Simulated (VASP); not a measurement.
HfB: relaxation of cell and atoms with PBEsol

Crystal: HfB.

```xyz
2
Lattice="0.0000 2.5530 2.5530 2.5530 0.0000 2.5530 2.5530 2.5530 0.0000" Properties=species:S:1:pos:R:3 pbc="T T T"
Hf    3.8295    3.8295    3.8295
B     0.0000    0.0000    0.0000
```

```json
{
 "Program": "VASP 6.6.1",
 "Task": "relaxation of cell and atoms",
 "Functional": "PBEsol",
 "Potentials or basis": "VASP PAW PBE potentials, release 64 (Hf_pv, B)",
 "Cutoff": "600 eV",
 "k mesh": "14 × 14 × 14",
 "Occupations": "gaussian, width 0.1 eV",
 "Spin": "no spin polarisation",
 "Dipole correction": "no",
 "Further INCAR settings": "ALGO = Normal; EDIFF = 1e-06; IBRION = 2; EDIFFG = -0.01; NSW = 80; ISIF = 3"
}
```

```yaml
Relaxed_volume: 17.47 Å³/atom
Relaxed_cell: a = 3.669 Å, b = 3.669 Å, c = 3.669 Å, α = 60.00°, β = 60.00°, γ = 60.00°
Space_group_after_relaxing_to_0.05_Å: F-43m (No. 216)
Energy_gained_by_relaxing: 14.5 meV/atom
Ionic_steps: 3
Pressure_after_relaxing: 0.0 GPa
```

The path:
```tsv
step	energy change (eV)	largest force (eV/Å)	pressure (GPa)	volume (Å³)
1	0.0000	0.0000	5.86	33.28
2	-0.0116	0.0000	-3.96	36.30
3	-0.0291	0.0000	-0.01	34.94
```

Final structure:
```xyz
2
Lattice="0.0000 2.5947 2.5947 2.5947 0.0000 2.5947 2.5947 2.5947 0.0000" Properties=species:S:1:pos:R:3 pbc="T T T"
Hf    3.8920    3.8920    3.8920
B     0.0000    0.0000    0.0000
```

Levels at points of the mesh, in eV from the Fermi level:
```
           k point  band 5  band 6  band 7  band 8  band 9  band 10
(0.00, 0.00, 0.00)   -1.26   -1.26   -1.26    3.36    3.36     6.01
(0.50, 0.00, 0.00)   -2.26   -0.72   -0.72    4.13    4.19     4.19
(0.50, 0.50, 0.00)   -3.41    0.61    1.11    1.11    4.35     4.87
```

It took 3.5 min on 1 thread of Intel Xeon 8259CL (shared host), peak memory 0.22 GiB.

Caveat: the PAW data sets were made with another functional, which shifts forces and pressure a little; spin-orbit coupling is left out, which moves the levels of the heavy elements. Zero-point motion and thermal expansion aren't in these numbers.
